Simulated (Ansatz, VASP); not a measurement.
**One calculation of TiO2, two programs**

INCAR

```
PREC = Accurate ; ENCUT = 520
EDIFF = 1E-8 ; ISMEAR = -1
SIGMA = 0.02 ; LREAL = F
LASPH = T ; NELM = 80
ALGO = Normal ; ISIF = 2
LWAVE = F ; LCHARG = F
GGA = PS ; LEFG = T
NBANDS = 33
```

KPOINTS

```
Automatic mesh
0
Gamma
  7 7 10
```

File POSCAR:

```
TiO2
1.0
    4.5940000000      0.0000000000      0.0000000000
    0.0000000000      4.5940000000      0.0000000000
    0.0000000000      0.0000000000      2.9590000000
Ti O
2 4
Direct
    0.0000000000      0.0000000000      0.0000000000
    0.5000000000      0.5000000000      0.5000000000
    0.3042802921      0.3042802921      0.0000000000
    0.1957197079      0.8042802921      0.5000000000
    0.6957197079      0.6957197079      0.0000000000
    0.8042802921      0.1957197079      0.5000000000
```

Input for Ansatz:

```yaml
crystal:
  lattice:
    - [4.594, 0.0, 0.0]
    - [0.0, 4.594, 0.0]
    - [0.0, 0.0, 2.959]
  atoms:
    - { symbol: Ti, position: [0.0, 0.0, 0.0] }
    - { symbol: Ti, position: [0.5, 0.5, 0.5] }
    - { symbol: O, position: [0.3042802921, 0.3042802921, 0.0] }
    - { symbol: O, position: [0.1957197079, 0.8042802921, 0.5] }
    - { symbol: O, position: [0.6957197079, 0.6957197079, 0.0] }
    - { symbol: O, position: [0.8042802921, 0.1957197079, 0.5] }
kpoints:
  mp_grid: { grid: [7, 7, 10] }
scf:
  occupations: { method: fermi_dirac, width: 0.02 }
hamiltonian:
  xc: pbesol
  pseudopotentials: { kind: paw, frozen_core: stored }
output:
  forces: true
  stress: true
  populations: true
  efg: { quadrupole_moments_barn: { Ti: 0.247, O: -0.02558 } }
  write_density: true
  write_potential: true
  elf: true
  volumetric_format: npy
```

Alike in both runs: task electric field gradients; functional PBEsol; k mesh 7 × 7 × 10; occupations fermi-dirac, width 0.02 eV; no spin polarisation.

|  | VASP | Ansatz |
| --- | --- | --- |
| version | VASP 6.6.1 | Ansatz 0.2.0 |
| potentials or method | VASP PAW PBE potentials, release 64 (Ti_sv, O) | plane-wave PAW, scalar-relativistic |
| plane-wave cutoff (eV) | 520 | 420 |
| valence electrons in the cell | 48 | 48 |

Ansatz gave:

| Property | Result |
| --- | --- |
| gap on the k mesh at the Fermi level (eV) | 1.83 |
| pressure (GPa) | -2.1 |
| traceless stress, the component that is largest in VASP (GPa) | -1.42 |
| rms of the force components (eV/Å) | 0.028 |
| size of Vzz on the site where it differs most (V/Å²) | 23.6 |

Problem. What did VASP give for the same quantities?

Solution. gap on the k mesh at the Fermi level (eV): 1.81; pressure (GPa): -1.6; traceless stress, the component that is largest in VASP (GPa): -1.26; rms of the force components (eV/Å): 0.019; size of Vzz on the site where it differs most (V/Å²): 21.6.

VASP's potentials were made for PBE, not for PBEsol, and Ansatz warns of the same on its side. Atom by atom the forces differ by 0.009 eV/Å (rms over components). With one functional, cell and mesh, what is left measures potentials, basis and numerics.
